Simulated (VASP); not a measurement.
# AlCr2C (P6_3/mmc) in VASP: further runs

AlCr2C is run at these levels: PBE+D3(BJ); tasks: single point, relaxation of cell and atoms.

Everything below comes from runs of VASP 6.6.1. Logs are shortened: lines on timing, memory, paths and dates and some standing lists are left out, and cuts for length are marked.

## 1. The cell of the first run

The structure is hexagonal, space group P6_3/mmc (No. 194). The conventional cell has a = 2.813 Å, b = 2.813 Å, c = 12.582 Å, α = 90.00°, β = 90.00°, γ = 120.00°. Al (site symmetry -6m2) has 6 Cr at 2.63 Å and 6 Al at 2.81 Å within 3.5 Å. Cr (site symmetry 3m) has 3 C at 1.95 Å within 2.6 Å. C (site symmetry -3m) has 6 Cr at 1.95 Å within 2.6 Å.

## 2. Single point, PBE+D3(BJ)

File INCAR:

```
SYSTEM = AlCr2C
ALGO     = Normal         ! electronic algorithm
EDIFF    = 1E-6           ! SCF threshold, eV
ENCUT    = 520            ! plane-wave cutoff, eV
GGA      = PE             ! functional
ISIF     = 2              ! what is computed and relaxed
ISMEAR   = 0              ! smearing method
IVDW     = 12             ! dispersion correction
LASPH    = .TRUE.         ! aspherical terms in the spheres
LCHARG   = .FALSE.        ! write CHGCAR
LREAL    = .FALSE.        ! projectors in reciprocal space
LWAVE    = .FALSE.        ! write WAVECAR
NBANDS   = 41             ! bands
NELM     = 100            ! most SCF steps
PREC     = Accurate       ! precision mode
SIGMA    = 0.1            ! smearing width, eV
```

File KPOINTS:

```
k-points
0
G
  15 15 4
  0 0 0
```

File POSCAR:

```
AlCr2C
1.0
    2.8127270702      0.0000000000      0.0000000000
   -1.4063635351      2.4358930967      0.0000000000
    0.0000000000      0.0000000000     12.5815536936
Al Cr C
2 4 2
Direct
    0.6666666667      0.3333333333      0.2500000000
    0.3333333333      0.6666666667      0.7500000000
    0.3333333333      0.6666666667      0.4147379368
    0.6666666667      0.3333333333      0.9147379368
    0.6666666667      0.3333333333      0.5852620632
    0.3333333333      0.6666666667      0.0852620632
    0.0000000000      0.0000000000      0.5000000000
    0.0000000000      0.0000000000      0.0000000000
```

Potentials or basis: VASP PAW PBE potentials, release 64 (Al, Cr_pv, C).

The run is started by

```bash
cat potpaw_PBE.64/Al/POTCAR potpaw_PBE.64/Cr_pv/POTCAR potpaw_PBE.64/C/POTCAR > POTCAR
mpirun -np 1 vasp_std > vasp.out
```

OUTCAR:

```text
SYSTEM = AlCr2C
   EDIFF = 1E-6
   ENCUT = 520
   GGA = PE
   ISIF = 2
   ISMEAR = 0
   IVDW = 12
   LASPH = .TRUE.
   LREAL = .FALSE.
   NELM = 100
   PREC = Accurate
 IVDW          = 12

 ion  position               nearest neighbor table
   1  0.667  0.333  0.250-   3 2.63   6 2.63   3 2.63   6 2.63   3 2.63   6 2.63
   2  0.333  0.667  0.750-   4 2.63   5 2.63   4 2.63   5 2.63   4 2.63   5 2.63
   3  0.333  0.667  0.415-   7 1.95   7 1.95   7 1.95   1 2.63   1 2.63   1 2.63   5 2.69   5 2.69
                             5 2.69
   4  0.667  0.333  0.915-   8 1.95   8 1.95   8 1.95   2 2.63   2 2.63   2 2.63   6 2.69   6 2.69
                             6 2.69
   5  0.667  0.333  0.585-   7 1.95   7 1.95   7 1.95   2 2.63   2 2.63   2 2.63   3 2.69   3 2.69
                             3 2.69
   6  0.333  0.667  0.085-   8 1.95   8 1.95   8 1.95   1 2.63   1 2.63   1 2.63   4 2.69   4 2.69
                             4 2.69
   7  0.000  0.000  0.500-   3 1.95   5 1.95   3 1.95   5 1.95   5 1.95   3 1.95
   8  0.000  0.000  0.000-   4 1.95   6 1.95   6 1.95   4 1.95   4 1.95   6 1.95

  LATTYP: Found a hexagonal cell.
 ALAT       =     2.8127270702
 C/A-ratio  =     4.4730801744

  Lattice vectors:

 A1 = (   2.8127270702,   0.0000000000,   0.0000000000)
 A2 = (  -1.4063635351,   2.4358930967,   0.0000000000)
 A3 = (   0.0000000000,   0.0000000000,  12.5815536936)

Analysis of symmetry for initial positions (statically):
=====================================================================
 Subroutine PRICEL returns:
 Original cell was already a primitive cell.

 Routine SETGRP: Setting up the symmetry group for a
 hexagonal supercell.

 Subroutine GETGRP returns: Found 24 space group operations
 (whereof 12 operations were pure point group operations)
 out of a pool of 24 trial point group operations.

The static configuration has the point symmetry D_3d.
 The point group associated with its full space group is D_6h.

Analysis of symmetry for dynamics (positions and initial velocities):
=====================================================================
 Subroutine PRICEL returns:
 Original cell was already a primitive cell.

 Routine SETGRP: Setting up the symmetry group for a
 hexagonal supercell.

 Subroutine GETGRP returns: Found 24 space group operations
 (whereof 12 operations were pure point group operations)
 out of a pool of 24 trial point group operations.

The dynamic configuration has the point symmetry D_3d.
 The point group associated with its full space group is D_6h.

 Subroutine INISYM returns: Found 24 space group operations
 (whereof 12 operations are pure point group operations),
 and found     1 'primitive' translations

----------------------------------------------------------------------------------------

                                     Primitive cell

  volume of cell :      86.2025

  direct lattice vectors                    reciprocal lattice vectors
     2.812727070  0.000000000  0.000000000     0.355526852  0.205263524  0.000000000
    -1.406363535  2.435893097  0.000000000     0.000000000  0.410527047  0.000000000
     0.000000000  0.000000000 12.581553694     0.000000000  0.000000000  0.079481440

  length of vectors
     2.812727070  2.812727070 12.581553694     0.410527047  0.410527047  0.079481440

  position of ions in fractional coordinates (direct lattice)
     0.666666667  0.333333333  0.250000000
     0.333333333  0.666666667  0.750000000
     0.333333333  0.666666667  0.414737937
     0.666666667  0.333333333  0.914737937
     0.666666667  0.333333333  0.585262063
     0.333333333  0.666666667  0.085262063
     0.000000000  0.000000000  0.500000000
     0.000000000  0.000000000  0.000000000

  ion indices of the primitive-cell ions
   primitive index   ion index
                 1           1
                 2           2
                 3           3
                 4           4
                 5           5
                 6           6
                 7           7
                 8           8

----------------------------------------------------------------------------------------

 KPOINTS: k-points

Automatic generation of k-mesh.
 Grid dimensions read from file:
 generate k-points for:   15   15    4

 Generating k-lattice:

  Cartesian coordinates                     Fractional coordinates (reciprocal lattice)
     0.023701790  0.013684235  0.000000000     0.066666667  0.000000000  0.000000000
     0.000000000  0.027368470  0.000000000     0.000000000  0.066666667  0.000000000
     0.000000000  0.000000000  0.019870360     0.000000000  0.000000000  0.250000000

  Length of vectors
     0.027368470  0.027368470  0.019870360

  Shift w.r.t. Gamma in fractional coordinates (k-lattice)
     0.000000000  0.000000000  0.000000000

 Subroutine IBZKPT returns following result:
 ===========================================

 Found     81 irreducible k-points:

 Following reciprocal coordinates:
            Coordinates               Weight
  0.000000  0.000000  0.000000      1.000000
  0.066667 -0.000000  0.000000      6.000000
  0.133333 -0.000000  0.000000      6.000000
  0.200000 -0.000000  0.000000      6.000000
  0.266667 -0.000000  0.000000      6.000000
  0.333333 -0.000000  0.000000      6.000000
[... 16 lines left out ...]
  0.333333  0.200000  0.000000     12.000000
  0.400000  0.200000  0.000000      6.000000
 [... further k-points ...]
   k-points           NKPTS =     81   k-points in BZ     NKDIM =     81   number of bands    NBANDS=     41
   number of dos      NEDOS =    301   number of ions     NIONS =      8
   total plane-waves  NPLWV =  55296
   dimension x,y,z NGX =    24 NGY =   24 NGZ =   96
   dimension x,y,z NGXF=    48 NGYF=   48 NGZF=  192
   ions per type =               2   4   2
   NGX,Y,Z   is equivalent  to a cutoff of  14.19, 14.19, 12.68 a.u.
   NGXF,Y,Z  is equivalent  to a cutoff of  28.37, 28.37, 25.37 a.u.
 SYSTEM =  AlCr2C
   PREC   = accura    normal or accurate (medium, high low for compatibility)
   ISTART =      0    job   : 0-new  1-cont  2-samecut
   ICHARG =      2    charge: 1-file 2-atom 10-const
   ISPIN  =      1    spin polarized calculation?
   LNONCOLLINEAR =      F non collinear calculations
   LSORBIT =      F    spin-orbit coupling
   LASPH  =      T    aspherical Exc in radial PAW
   ENCUT  =  520.0 eV  38.22 Ry    6.18 a.u.   5.23  5.23 23.39*2*pi/ulx,y,z
   NELM   =    100;   NELMIN=  2; NELMDL= -5     # of ELM steps
   EDIFF  = 0.1E-05   stopping-criterion for ELM
   LREAL  =      F    real-space projection
   EDIFFG = 0.1E-04   stopping-criterion for IOM
   NSW    =      0    number of steps for IOM
   IBRION =     -1    ionic relax: 0-MD 1-quasi-New 2-CG
   NFREE  =      0    steps in history (QN), initial steepest desc. (CG)
   ISIF   =      2    stress and relaxation
   ISYM   =      2    0-nonsym 1-usesym 2-fastsym
   POTIM  = 0.5000    time-step for ionic-motion
   TEBEG  =    0.0;   TEEND  =   0.0 temperature during run
   PSTRESS=    0.0 pullay stress
   NELECT =      62.0000    total number of electrons
   NUPDOWN=      -1.0000    fix difference up-down
   EMIN   =  10.00;   EMAX   =-10.00  energy-range for DOS
   EFERMI =   0.00;   METHOD = LEGACY
   ISMEAR =     0;   SIGMA  =   0.10  broadening in eV -4-tet -1-fermi 0-gaus
   EFERMI_NEDOS =   21; number of points for ismear=-14 and -15
   IALGO  =     38    algorithm
   IMIX   =      4    mixing-type and parameters
     AMIX     =   0.40;   BMIX     =  1.00
     AMIX_MAG =   1.60;   BMIX_MAG =  1.00
  volume/ion in A,a.u.               =      10.78        72.72
  Fermi-wavevector in a.u.,A,eV,Ry     =   1.466781  2.771815 29.272219  2.151447
  Thomas-Fermi vector in A             =   2.582478
   LORBIT       =      0    0 simple, 1 ext, 2 COOP (PROOUT), +10 PAW based schemes
   GGA     = PE    functional components
   LHFCALC =     F    Hartree Fock is set to
   AEXX    =    0.0000 exact exchange contribution
   IVDW    =    12    specifies the selected vdW correction
   LEPSILON=     F    determine dielectric tensor
   LRPA    =     F    only Hartree local field effects (RPA)
 non-spin polarized calculation
 Gauss-broadening in eV      SIGMA  =   0.10
  energy-cutoff  :      520.00
  volume of cell :       86.20
 maximum number of plane-waves:      2347
 NGX is ok and might be reduce to    24
   NGX = 11   NGY = 11   NGZ = 47

 number of electron      61.9999969 magnetization

 Free energy of the ion-electron system (eV)
  ---------------------------------------------------
  ext. energy  EPLUGINS =         0.00000000
  ---------------------------------------------------
  free energy    TOTEN  =       -65.45582316 eV

  energy without entropy =      -65.42347894  energy(sigma->0) =      -65.43965105

 E-fermi :  10.3166     XC(G=0): -12.6098

 val. band max:       10.3164988811   @ k =   0.4000   0.0667   0.2500
 cond. band min:      10.3170267493   @ k =   0.4667   0.0667   0.0000
 fundamental gap:      0.0005278681
 Fermi energy:        10.3165933066

 k-point     1 :       0.0000    0.0000    0.0000
  band No.  band energies     occupation
      1     -33.0999      2.00000
      2     -33.0982      2.00000
      3     -32.8641      2.00000
      4     -32.8641      2.00000
      5     -32.8640      2.00000
      6     -32.8640      2.00000
[... 33 lines left out ...]
     40      13.7072      0.00000
     41      15.5259      0.00000

 k-point     2 :       0.0667   -0.0000    0.0000
  band No.  band energies     occupation
      1     -33.0969      2.00000
      2     -33.0953      2.00000
      3     -32.8802      2.00000
      4     -32.8801      2.00000
      5     -32.8687      2.00000
      6     -32.8686      2.00000
[... 957 lines left out ...]
     40      13.0089      0.00000
     41      13.4033      0.00000

 k-point    24 :       0.4000    0.2000    0.0000
  band No.  band energies     occupation
      1     -33.1610      2.00000
      2     -33.1607      2.00000
      3     -33.1142      2.00000
      4     -33.1139      2.00000
      5     -33.0280      2.00000
      6     -33.0278      2.00000
[... 33 lines left out ...]
     40      12.9197      0.00000
     41      13.5402      0.00000

 [... further k-points ...]

------------------------ aborting loop because EDIFF is reached ----------------------------------------

 Edisp (eV)   -3.09646

 E8    (eV) :    -1.3174

  FORCE on cell =-STRESS in cart. coord.  units (eV):
  Direction    XX          YY          ZZ          XY          YZ          ZX
  --------------------------------------------------------------------------------------
  -------------------------------------------------------------------------------------
  Total       0.09159     0.09159    -0.00542     0.00000     0.00000     0.00000
  in kB       1.70233     1.70233    -0.10083     0.00000     0.00000     0.00000
  external pressure =        1.10 kB  Pullay stress =        0.00 kB

 VOLUME and BASIS-vectors are now :
 -----------------------------------------------------------------------------
  energy-cutoff  :      520.00
  volume of cell :       86.20
      direct lattice vectors                 reciprocal lattice vectors
     2.812727070  0.000000000  0.000000000     0.355526852  0.205263524  0.000000000
    -1.406363535  2.435893097  0.000000000     0.000000000  0.410527047  0.000000000
     0.000000000  0.000000000 12.581553694     0.000000000  0.000000000  0.079481440

 POSITION                                       TOTAL-FORCE (eV/Angst)
 -----------------------------------------------------------------------------------
      1.40636      0.81196      3.14539         0.000000      0.000000      0.000000
     -0.00000      1.62393      9.43617        -0.000000      0.000000      0.000000
     -0.00000      1.62393      5.21805        -0.000000      0.000000     -0.046049
      1.40636      0.81196     11.50882         0.000000     -0.000000     -0.046049
      1.40636      0.81196      7.36351         0.000000     -0.000000      0.046049
     -0.00000      1.62393      1.07273        -0.000000      0.000000      0.046049
      0.00000      0.00000      6.29078        -0.000000      0.000000      0.000000
      0.00000      0.00000      0.00000         0.000000      0.000000      0.000000
 -----------------------------------------------------------------------------------
    total drift:                                0.000000     -0.000000      0.000000

  FREE ENERGIE OF THE ION-ELECTRON SYSTEM (eV)
  ---------------------------------------------------
  free  energy   TOTEN  =       -68.5522861179 eV

  energy  without entropy=      -68.5199418987  energy(sigma->0) =      -68.53611401
```

Run time: 4.6 min. Hardware: 1 thread of Intel Xeon Platinum 8259CL at 2.50GHz (Skylake/Cascade Lake), shared host; peak memory 0.39 GiB.

Results:

```yaml
Free_energy: -68.5523 eV
Pressure: 0.1 GPa
Largest_force: 0.046 eV/Å
Band_gap_on_the_k_mesh: zero (band 31 reaches 10.70 eV, above the bottom of band 32 at 9.87 eV)
Dispersion_energy_per_atom: -0.387 eV
```

Forces on the atoms (eV/Å):
```
Al   0.000  0.000  0.000
Al   0.000  0.000  0.000
Cr   0.000  0.000 -0.046
Cr   0.000  0.000 -0.046
Cr   0.000  0.000  0.046
Cr   0.000  0.000  0.046
C    0.000  0.000  0.000
C    0.000  0.000  0.000
```

Levels at points of the mesh, in eV from the Fermi level:
| k point | band 28 | band 29 | band 30 | band 31 | band 32 | band 33 | band 34 | band 35 |
| --- | --- | --- | --- | --- | --- | --- | --- | --- |
| (0.00, 0.00, 0.00) | -1.07 | -1.06 | -1.06 | -0.23 | -0.23 | -0.20 | -0.20 | 0.59 |
| (0.00, 0.00, 0.50) | -1.07 | -1.07 | -1.07 | -0.21 | -0.21 | -0.21 | -0.21 | 0.62 |

Caveat: pairwise dispersion overbinds metals, which lowers pressure and volume.

## 3. Relaxation of cell and atoms, PBE+D3(BJ)

This run uses another cell than the first one, of 11.10 Å³/atom, 1.030 times its volume.

File INCAR:

```
PREC     = Accurate       # precision mode
ENCUT    = 600            # plane-wave cutoff, eV
EDIFF    = 1E-6           # SCF threshold, eV
ISMEAR   = 0              # smearing method
SIGMA    = 0.1            # smearing width, eV
LREAL    = False          # projectors in reciprocal space
LASPH    = True           # aspherical terms in the spheres
NELM     = 100            # most SCF steps
ALGO     = Normal         # electronic algorithm
ISIF     = 3              # what is computed and relaxed
LWAVE    = False          # write WAVECAR
LCHARG   = False          # write CHGCAR
GGA      = PE             # functional
IVDW     = 12             # dispersion correction
IBRION   = 2              # ionic algorithm
NSW      = 70             # ionic steps
EDIFFG   = -0.005         # ionic threshold
```

File KPOINTS:

```
regular mesh
0
Gamma
  15 15 4
```

File POSCAR:

```
AlCr2C
1.0
    2.8413176500      0.0000000000      0.0000000000
   -1.4206588250      2.4606532651      0.0000000000
    0.0000000000      0.0000000000     12.6988000039
Al Cr C
2 4 2
Direct
    0.6666666667      0.3333333333      0.2500000000
    0.3333333333      0.6666666667      0.7500000000
    0.3333333333      0.6666666667      0.4157760843
    0.6666666667      0.3333333333      0.9157760843
    0.6666666667      0.3333333333      0.5842239157
    0.3333333333      0.6666666667      0.0842239157
    0.0000000000      0.0000000000      0.5000000000
    0.0000000000      0.0000000000      0.0000000000
```

Potentials or basis: VASP PAW PBE potentials, release 64 (Al, Cr_pv, C).

The run is started by

```bash
cat potpaw_PBE.64/Al/POTCAR potpaw_PBE.64/Cr_pv/POTCAR potpaw_PBE.64/C/POTCAR > POTCAR
mpirun -np 1 vasp_std > vasp.out
```

Run time: 19 min. Hardware: 1 thread of Intel Xeon Platinum 8259CL at 2.50GHz (Skylake/Cascade Lake), shared host; peak memory 0.44 GiB.

The run converged. Its results:

```yaml
Free_energy: -68.5568 eV
Relaxed_volume: 10.77 Å³/atom
Relaxed_cell: a = 2.813 Å, b = 2.813 Å, c = 12.574 Å, α = 90.00°, β = 90.00°, γ = 120.00°
Space_group_after_relaxing_to_0.05_Å: P6_3/mmc (No. 194)
Energy_gained_by_relaxing: 6.0 meV/atom
Ionic_steps: 7
Pressure_after_relaxing: 0.0 GPa
Largest_force_after_relaxing: 0.003 eV/Å
Band_gap_on_the_k_mesh: zero (band 31 reaches 10.70 eV, above the bottom of band 32 at 9.87 eV)
Dispersion_energy_per_atom: -0.387 eV
```

Forces in eV/Å, atoms in the order of the input:
```
Al   0.000  0.000  0.000
Al   0.000  0.000  0.000
Cr   0.000  0.000 -0.003
Cr   0.000  0.000 -0.003
Cr   0.000  0.000  0.003
Cr   0.000  0.000  0.003
C    0.000  0.000  0.000
C    0.000  0.000  0.000
```

Step by step:
| step | energy change (eV) | largest force (eV/Å) | pressure (GPa) | volume (Å³) |
| --- | --- | --- | --- | --- |
| 1 | 0.0000 | 0.0341 | -5.56 | 88.78 |
| 2 | 0.0223 | 0.6728 | 7.85 | 83.93 |
| 3 | -0.0395 | 0.3075 | 0.03 | 86.58 |
| 4 | -0.0482 | 0.0227 | 0.01 | 86.17 |
| 5 | -0.0482 | 0.0004 | 0.07 | 86.14 |
| 6 | -0.0482 | 0.0059 | 0.01 | 86.15 |
| 7 | -0.0482 | 0.0033 | -0.05 | 86.17 |

Final structure:
```
CELL_PARAMETERS angstrom
2.81303 0.00000 0.00000
-1.40652 2.43616 0.00000
0.00000 0.00000 12.57394
ATOMIC_POSITIONS crystal
Al 0.66667 0.33333 0.25000
Al 0.33333 0.66667 0.75000
Cr 0.33333 0.66667 0.41460
Cr 0.66667 0.33333 0.91460
Cr 0.66667 0.33333 0.58540
Cr 0.33333 0.66667 0.08540
C 0.00000 0.00000 0.50000
C 0.00000 0.00000 0.00000
```

Levels at points of the mesh, in eV from the Fermi level:
```tsv
k point	band 29	band 30	band 31	band 32	band 33	band 34
(0.00, 0.00, 0.00)	-1.06	-1.06	-0.23	-0.23	-0.20	-0.20
(0.00, 0.00, 0.50)	-1.06	-1.06	-0.21	-0.21	-0.21	-0.21
```

Caveat: pairwise dispersion overbinds metals, which lowers pressure and volume. Spin polarisation is off, so any magnetic state and its effect on volume and gap are missing.
